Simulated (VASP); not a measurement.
A run of VASP 6.6.1 is set up as follows.

The input INCAR:

```
SYSTEM = Mg9O8
PREC = Accurate
ENCUT = 520
EDIFF = 1E-7
ISMEAR = 0
SIGMA = 0.05
LREAL = Auto
LASPH = .True.
NELM = 80
ALGO = Normal
ISIF = 2
LWAVE = .False.
LCHARG = .False.
GGA = PE
NBANDS = 47
```

File KPOINTS:

```
regular mesh
0
Gamma
  2 2 2
  0 0 0
```

POSCAR

```
Mg9O8
1.0
    0.0000000000      4.0260000000      4.0260000000
    4.0260000000      0.0000000000      4.0260000000
    4.0260000000      4.0260000000      0.0000000000
Mg O
9 8
Direct
   -0.0115735221     -0.0021264282      0.0266830601
    0.0334418778     -0.0440861898      0.5253020368
    0.0325202434      0.4961496523     -0.0136387233
   -0.0051838053      0.4912026826      0.5210697963
    0.4654475907      0.0213748137      0.0497856433
    0.4867343517     -0.0440234724      0.5255455787
    0.4863525832      0.4963771734     -0.0135733979
    0.5556423249      0.5995057129      0.2908390462
    0.5565279434      0.2614519374      0.6270925236
    0.2362922255      0.2497425484      0.2792485097
    0.2187151018      0.2182463984      0.7927749627
    0.2183286140      0.7627220566      0.2472963239
    0.2172832837      0.7684797566      0.7983038997
    0.7543430204      0.2326224540      0.2604940387
    0.7717682563      0.2187394436      0.7926058122
    0.7730730253      0.7626619473      0.2477444113
    0.7267979384      0.7596643070      0.7884429955
```

Potentials or basis: VASP PAW PBE potentials, release 64 (Mg, O).

The run is started by

```bash
$ cat potpaw_PBE.64/Mg/POTCAR potpaw_PBE.64/O/POTCAR > POTCAR
$ mpirun -np 1 vasp_std > vasp.out
```

Question: Estimate the pressure.

Answer: 90.9 GPa.

Question: Predict the band gap on the k mesh.

Answer: 0.35 eV.

Stress tensor (GPa, compression positive):
```
81.18  0.13 -0.11
 0.13 95.77 -7.11
-0.11 -7.11 95.78
```

Caveat: the k points lie up to 0.68 Å⁻¹ apart.
